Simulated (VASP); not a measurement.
# In3Se (Pm-3m) in VASP: a series of runs

The runs below take In3Se through single point, with PBEsol.

All numbers are computed with VASP 6.6.1; they aren't measurements. Logs are shortened: lines on timing, memory, paths and dates and some standing lists are left out, and cuts for length are marked.

## (1) The cell of the first run

It takes space group Pm-3m (No. 221, cubic). The conventional cell has a = 4.613 Å, b = 4.613 Å, c = 4.613 Å, α = 90.00°, β = 90.00°, γ = 90.00°. Within 4.3 Å of In (site symmetry 4/mmm) lie 8 In at 3.26 Å and 4 Se at 3.26 Å. Within 4.3 Å of Se (site symmetry m-3m) lie 12 In at 3.26 Å.

## (2) Single point, PBEsol (strained)

Contents of INCAR:

```
SYSTEM = In3Se
ALGO = Normal
EDIFF = 1E-6
ENCUT = 520
GGA = PS
ISIF = 2
ISMEAR = 0
LASPH = .True.
LCHARG = .False.
LREAL = .False.
LWAVE = .False.
NBANDS = 30
NELM = 60
PREC = Accurate
SIGMA = 0.1
```

Contents of KPOINTS:

```
k-points
0
Gamma
  10 10 10
  0 0 0
```

Contents of POSCAR:

```
In3Se
1.0
    4.6130007698      0.0000000000      0.0000000000
    0.0000000000      4.6130007698      0.0000000000
    0.0000000000      0.0000000000      4.6130007698
In Se
3 1
Direct
    0.0000000000      0.5000000000      0.5000000000
    0.5000000000      0.0000000000      0.5000000000
    0.5000000000      0.5000000000      0.0000000000
    0.0000000000      0.0000000000      0.0000000000
```

Potentials or basis: VASP PAW PBE potentials, release 64 (In_d, Se).

The run is started by

```console
$ cat potpaw_PBE.64/In_d/POTCAR potpaw_PBE.64/Se/POTCAR > POTCAR
$ mpirun -np 1 vasp_std > vasp.out
```

OUTCAR:

```text
SYSTEM = In3Se
   EDIFF = 1E-6
   ENCUT = 520
   GGA = PS
   ISIF = 2
   ISMEAR = 0
   LASPH = .True.
   LREAL = .False.
   NELM = 60
   PREC = Accurate

 ion  position               nearest neighbor table
   1  0.000  0.500  0.500-   2 3.26   3 3.26   4 3.26   3 3.26   4 3.26   2 3.26   4 3.26   4 3.26
                             2 3.26   3 3.26   3 3.26   2 3.26
   2  0.500  0.000  0.500-   1 3.26   3 3.26   4 3.26   3 3.26   4 3.26   1 3.26   3 3.26   3 3.26
                             1 3.26   4 3.26   4 3.26   1 3.26
   3  0.500  0.500  0.000-   1 3.26   2 3.26   4 3.26   1 3.26   2 3.26   2 3.26   4 3.26   2 3.26
                             1 3.26   4 3.26   1 3.26   4 3.26
   4  0.000  0.000  0.000-   1 3.26   2 3.26   3 3.26   1 3.26   2 3.26   1 3.26   3 3.26   1 3.26
                             2 3.26   3 3.26   2 3.26   3 3.26

  LATTYP: Found a simple cubic cell.
 ALAT       =     4.6130007698

  Lattice vectors:

 A1 = (   4.6130007698,   0.0000000000,   0.0000000000)
 A2 = (   0.0000000000,   4.6130007698,   0.0000000000)
 A3 = (   0.0000000000,   0.0000000000,   4.6130007698)

Analysis of symmetry for initial positions (statically):
=====================================================================
 Subroutine PRICEL returns:
 Original cell was already a primitive cell.

 Routine SETGRP: Setting up the symmetry group for a
 simple cubic supercell.

 Subroutine GETGRP returns: Found 48 space group operations
 (whereof 48 operations were pure point group operations)
 out of a pool of 48 trial point group operations.

The static configuration has the point symmetry O_h .

Analysis of symmetry for dynamics (positions and initial velocities):
=====================================================================
 Subroutine PRICEL returns:
 Original cell was already a primitive cell.

 Routine SETGRP: Setting up the symmetry group for a
 simple cubic supercell.

 Subroutine GETGRP returns: Found 48 space group operations
 (whereof 48 operations were pure point group operations)
 out of a pool of 48 trial point group operations.

The dynamic configuration has the point symmetry O_h .

 Subroutine INISYM returns: Found 48 space group operations
 (whereof 48 operations are pure point group operations),
 and found     1 'primitive' translations

----------------------------------------------------------------------------------------
[... 96 lines left out ...]
   NELM   =     60;   NELMIN=  2; NELMDL= -5     # of ELM steps
   EDIFF  = 0.1E-05   stopping-criterion for ELM
   LREAL  =      F    real-space projection
   EDIFFG = 0.1E-04   stopping-criterion for IOM
   NSW    =      0    number of steps for IOM
   IBRION =     -1    ionic relax: 0-MD 1-quasi-New 2-CG
   NFREE  =      0    steps in history (QN), initial steepest desc. (CG)
   ISIF   =      2    stress and relaxation
   ISYM   =      2    0-nonsym 1-usesym 2-fastsym
   POTIM  = 0.5000    time-step for ionic-motion
   TEBEG  =    0.0;   TEEND  =   0.0 temperature during run
   PSTRESS=    0.0 pullay stress
   NELECT =      45.0000    total number of electrons
   NUPDOWN=      -1.0000    fix difference up-down
   EMIN   =  10.00;   EMAX   =-10.00  energy-range for DOS
   EFERMI =   0.00;   METHOD = LEGACY
   ISMEAR =     0;   SIGMA  =   0.10  broadening in eV -4-tet -1-fermi 0-gaus
   EFERMI_NEDOS =   21; number of points for ismear=-14 and -15
   IALGO  =     38    algorithm
   IMIX   =      4    mixing-type and parameters
     AMIX     =   0.40;   BMIX     =  1.00
     AMIX_MAG =   1.60;   BMIX_MAG =  1.00
  volume/ion in A,a.u.               =      24.54       165.61
  Fermi-wavevector in a.u.,A,eV,Ry     =   1.262299  2.385399 21.679497  1.593398
  Thomas-Fermi vector in A             =   2.395714
   LORBIT       =      0    0 simple, 1 ext, 2 COOP (PROOUT), +10 PAW based schemes
   GGA     = PS    functional components
   LHFCALC =     F    Hartree Fock is set to
   AEXX    =    0.0000 exact exchange contribution
   IVDW    =     0    specifies the selected vdW correction
   LEPSILON=     F    determine dielectric tensor
   LRPA    =     F    only Hartree local field effects (RPA)
 non-spin polarized calculation
 Gauss-broadening in eV      SIGMA  =   0.10
  energy-cutoff  :      520.00
  volume of cell :       98.16
 maximum number of plane-waves:      2680
 NGX is ok and might be reduce to    36
   NGX = 17   NGY = 17   NGZ = 17

 number of electron      44.9999958 magnetization

 Free energy of the ion-electron system (eV)
  ---------------------------------------------------
  ext. energy  EPLUGINS =         0.00000000
  ---------------------------------------------------
  free energy    TOTEN  =       -13.22721805 eV

  energy without entropy =      -13.21729361  energy(sigma->0) =      -13.22225583

 E-fermi :   7.0656     XC(G=0): -10.4704

 val. band max:        7.0239728456   @ k =   0.4000   0.0000   0.0000
 cond. band min:       7.0903798904   @ k =   0.4000   0.3000   0.1000
 fundamental gap:      0.0664070449
 Fermi energy:         7.0656201562

 k-point     1 :       0.0000    0.0000    0.0000
  band No.  band energies     occupation
      1      -7.7589      2.00000
      2      -7.7107      2.00000
      3      -7.7107      2.00000
      4      -7.7107      2.00000
      5      -7.5511      2.00000
      6      -7.5511      2.00000
[... 781 lines left out ...]
     29      12.4041      0.00000
     30      14.4760      0.00000

 [... further k-points ...]

------------------------ aborting loop because EDIFF is reached ----------------------------------------

  FORCE on cell =-STRESS in cart. coord.  units (eV):
  Direction    XX          YY          ZZ          XY          YZ          ZX
  --------------------------------------------------------------------------------------
  -------------------------------------------------------------------------------------
  Total        1.0151016      1.0151016      1.0151016      0.0000000     -0.0000000      0.0000000
  in kB       16.5679778     16.5679778     16.5679778      0.0000000     -0.0000000      0.0000000
  external PRESSURE =      16.5679778 kB  Pullay stress =       0.0000000 kB

 VOLUME and BASIS-vectors are now :
 -----------------------------------------------------------------------------
  energy-cutoff  :      520.00
  volume of cell :       98.16
      direct lattice vectors                 reciprocal lattice vectors
     4.613000770  0.000000000  0.000000000     0.216778633  0.000000000  0.000000000
     0.000000000  4.613000770  0.000000000     0.000000000  0.216778633  0.000000000
     0.000000000  0.000000000  4.613000770     0.000000000  0.000000000  0.216778633

 POSITION                                       TOTAL-FORCE (eV/Angst)
 -----------------------------------------------------------------------------------
      0.00000      2.30650      2.30650         0.000000      0.000000      0.000000
      2.30650      0.00000      2.30650         0.000000      0.000000      0.000000
      2.30650      2.30650      0.00000         0.000000      0.000000      0.000000
      0.00000      0.00000      0.00000         0.000000      0.000000      0.000000
 -----------------------------------------------------------------------------------
    total drift:                                0.000000      0.000000      0.000000

  FREE ENERGIE OF THE ION-ELECTRON SYSTEM (eV)
  ---------------------------------------------------
  free  energy   TOTEN  =       -13.2272180507 eV

  energy  without entropy=      -13.2172936068  energy(sigma->0) =      -13.22225583
```

It took 3.5 min on 1 thread of Intel Xeon 8259CL, shared host; peak memory 0.29 GiB.

What came out:

- Free energy: -13.2272 eV
- Pressure: 1.7 GPa
- Band gap on the k mesh: zero (an odd number of electrons rules out a gap without spin polarisation)

Caveat: the cell differs from its parent crystal (strained); the PAW data sets were made with another functional, which shifts forces and pressure a little; spin-orbit coupling is left out, which moves the levels of the heavy elements.

## (3) Single point, PBEsol (strained)

Contents of INCAR:

```
SYSTEM = In3Se
PREC = Accurate ; ENCUT = 520
EDIFF = 1E-7 ; ISMEAR = 0
SIGMA = 0.1 ; LREAL = .FALSE.
LASPH = .TRUE. ; NELM = 100
ALGO = Normal ; ISIF = 2
LWAVE = .FALSE. ; LCHARG = .FALSE.
GGA = PS ; NBANDS = 30
```

Contents of KPOINTS:

```
Automatic mesh
0
G
  10 10 10
  0 0 0
```

Contents of POSCAR:

```
In3Se
1.0
    4.9330751654      0.0000000000      0.0000000000
    0.0000000000      4.9330751654      0.0000000000
    0.0000000000      0.0000000000      4.9330751654
In Se
3 1
Direct
    0.0000000000      0.5000000000      0.5000000000
    0.5000000000      0.0000000000      0.5000000000
    0.5000000000      0.5000000000      0.0000000000
    0.0000000000      0.0000000000      0.0000000000
```

Potentials or basis: VASP PAW PBE potentials, release 64 (In_d, Se).

The run is started by

```console
$ cat potpaw_PBE.64/In_d/POTCAR potpaw_PBE.64/Se/POTCAR > POTCAR
$ mpirun -np 1 vasp_std > vasp.out
```

OUTCAR:

```text
SYSTEM = In3Se
   PREC = Accurate
   ENCUT = 520
   EDIFF = 1E-7
   ISMEAR = 0
   LREAL = .FALSE.
   LASPH = .TRUE.
   NELM = 100
   ISIF = 2
   GGA = PS

 ion  position               nearest neighbor table
   1  0.000  0.500  0.500-   2 3.49   3 3.49   3 3.49   2 3.49   2 3.49   3 3.49   3 3.49   2 3.49

   2  0.500  0.000  0.500-   1 3.49   3 3.49   3 3.49   1 3.49   3 3.49   3 3.49   1 3.49   1 3.49

   3  0.500  0.500  0.000-   1 3.49   2 3.49   1 3.49   2 3.49   2 3.49   2 3.49   1 3.49   1 3.49

   4  0.000  0.000  0.000-
[... 993 lines left out ...]
  Direction    XX          YY          ZZ          XY          YZ          ZX
  --------------------------------------------------------------------------------------
  -------------------------------------------------------------------------------------
  Total       -3.5700393     -3.5700393     -3.5700393     -0.0000000      0.0000000      0.0000000
  in kB      -47.6464320    -47.6464320    -47.6464320     -0.0000000      0.0000000      0.0000000
  external PRESSURE =     -47.6464320 kB  Pullay stress =       0.0000000 kB

 VOLUME and BASIS-vectors are now :
 -----------------------------------------------------------------------------
  energy-cutoff  :      520.00
  volume of cell :      120.05
      direct lattice vectors                 reciprocal lattice vectors
     4.933075165  0.000000000  0.000000000     0.202713311  0.000000000  0.000000000
     0.000000000  4.933075165  0.000000000     0.000000000  0.202713311  0.000000000
     0.000000000  0.000000000  4.933075165     0.000000000  0.000000000  0.202713311

 POSITION                                       TOTAL-FORCE (eV/Angst)
 -----------------------------------------------------------------------------------
      0.00000      2.46654      2.46654         0.000000      0.000000      0.000000
      2.46654      0.00000      2.46654         0.000000      0.000000      0.000000
      2.46654      2.46654      0.00000         0.000000      0.000000      0.000000
      0.00000      0.00000      0.00000         0.000000      0.000000      0.000000
 -----------------------------------------------------------------------------------
    total drift:                               -0.000000     -0.000000     -0.000000

  FREE ENERGIE OF THE ION-ELECTRON SYSTEM (eV)
  ---------------------------------------------------
  free  energy   TOTEN  =       -12.9321021719 eV

  energy  without entropy=      -12.9225298290  energy(sigma->0) =      -12.92731600
```

OSZICAR:

```text
N       E                     dE             d eps       ncg     rms          rms(c)
DAV:   1     0.401221698291E+03    0.40122E+03   -0.21122E+04  3360   0.182E+03
DAV:   2     0.288278893044E+02   -0.37239E+03   -0.36403E+03  3366   0.442E+02
DAV:   3    -0.114083374281E+02   -0.40236E+02   -0.39059E+02  4310   0.159E+02
DAV:   4    -0.132475970300E+02   -0.18393E+01   -0.18350E+01  3830   0.356E+01
DAV:   5    -0.133240982498E+02   -0.76501E-01   -0.76497E-01  4788   0.659E+00    0.348E+00
DAV:   6    -0.129396038084E+02    0.38449E+00   -0.12880E+00  4842   0.854E+00    0.193E+00
DAV:   7    -0.129379395267E+02    0.16643E-02   -0.16428E-01  3826   0.193E+00    0.846E-01
DAV:   8    -0.129329933221E+02    0.49462E-02   -0.14467E-02  4494   0.595E-01    0.243E-01
DAV:   9    -0.129321129760E+02    0.88035E-03   -0.42011E-03  4528   0.310E-01    0.967E-02
DAV:  10    -0.129320980188E+02    0.14957E-04   -0.63513E-04  4544   0.218E-01    0.317E-02
DAV:  11    -0.129321028476E+02   -0.48288E-05   -0.76647E-05  4594   0.500E-02    0.101E-02
DAV:  12    -0.129321025430E+02    0.30455E-06   -0.92676E-06  4566   0.185E-02    0.567E-03
DAV:  13    -0.129321024178E+02    0.12519E-06   -0.36973E-07  3614   0.411E-03    0.335E-03
DAV:  14    -0.129321022018E+02    0.21608E-06   -0.11046E-07  2380   0.209E-03    0.733E-04
DAV:  15    -0.129321021719E+02    0.29855E-07   -0.64321E-08  2256   0.155E-03
   1 F= -.12932102E+02 E0= -.12927316E+02  d E =-.957234E-02
```

Run time: 4.9 min. Hardware: 1 thread of Intel Xeon 8259CL, shared host; peak memory 0.34 GiB.

What came out:

| Property | Result |
| --- | --- |
| Free energy | -12.9321 eV |
| Pressure | -4.8 GPa |
| Band gap on the k mesh | zero (an odd number of electrons rules out a gap without spin polarisation) |

Caveat: the cell differs from its parent crystal (strained); the cell stands under tension; the PAW data sets were made with another functional, which shifts forces and pressure a little; spin-orbit coupling is left out, which moves the levels of the heavy elements.
